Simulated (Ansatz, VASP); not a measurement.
**Si in VASP and in Ansatz**

POSCAR

```
Si
1.0
    2.5897706946      0.0000000000      0.0000000000
   -1.2948853473      2.2428072115      0.0000000000
    0.0000000000      0.0000000000      4.5360770338
Si
2
Direct
    0.3333333333      0.6666666667      0.2500000000
    0.6666666667      0.3333333333      0.7500000000
```

File INCAR.step1:

```
PREC = Accurate
ENCUT = 520
ISMEAR = -1
SIGMA = 0.1
LREAL = False
LASPH = True
NELM = 80
NBANDS = 11
GGA = PE
ALGO = Normal
EDIFF = 1E-4
LWAVE = True
LCHARG = False
```

The input INCAR.step2:

```
PREC = Accurate
ENCUT = 520
EDIFF = 1E-7
ISMEAR = -1
SIGMA = 0.1
LREAL = False
LASPH = True
NELM = 80
ALGO = Normal
ISIF = 2
LWAVE = False
LCHARG = False
METAGGA = R2SCAN
LMIXTAU = True
NBANDS = 11
ISTART = 1
```

KPOINTS

```
regular mesh
0
Gamma
  15 15 8
```

Input for Ansatz:

```yaml
crystal:
  lattice:
    - [2.5897706946, 0.0, 0.0]
    - [-1.2948853473, 2.2428072115, 0.0]
    - [0.0, 0.0, 4.5360770338]
  atoms:
    - { symbol: Si, position: [0.3333333333, 0.6666666667, 0.25] }
    - { symbol: Si, position: [0.6666666667, 0.3333333333, 0.75] }
hamiltonian:
  xc: r2scan
  pseudopotentials:
    kind: paw
    azcp:
      Si: "pseudopotentials/Si.paw.azcp"
basis:
  ecutwfc: 500
  fft_grid_basis: typed
kpoints:
  mp_grid: { grid: [15, 15, 8], shift: [0, 0, 0] }
magnetization:
  spin_polarized: false
scf:
  occupations: { method: fermi_dirac, width: 0.1 }
  lower_state_search: "off"
output:
  stress: true
```

Alike in both runs: task single point; functional r2SCAN; k mesh 15 × 15 × 8; occupations fermi-dirac, width 0.1 eV; no spin polarisation.

|  | VASP | Ansatz |
| --- | --- | --- |
| version | VASP 6.6.1 | Ansatz 0.2.0 |
| potentials or method | VASP PAW PBE potentials, release 64 (Si), cutoff 520 eV | plane waves (500 eV) with PAW, scalar-relativistic |
| valence electrons in the cell | 8 | 8 |

VASP gave:

| Item | Value |
| --- | --- |
| pressure (GPa) | 4.5 |
| traceless stress, the component that is largest in VASP (GPa) | -2.29 |

Q: Estimate Ansatz's values.

A: Pressure (GPa): 4.4; traceless stress, the component that is largest in VASP (GPa): -2.34.

VASP's potentials were made for PBE, not for r2SCAN.
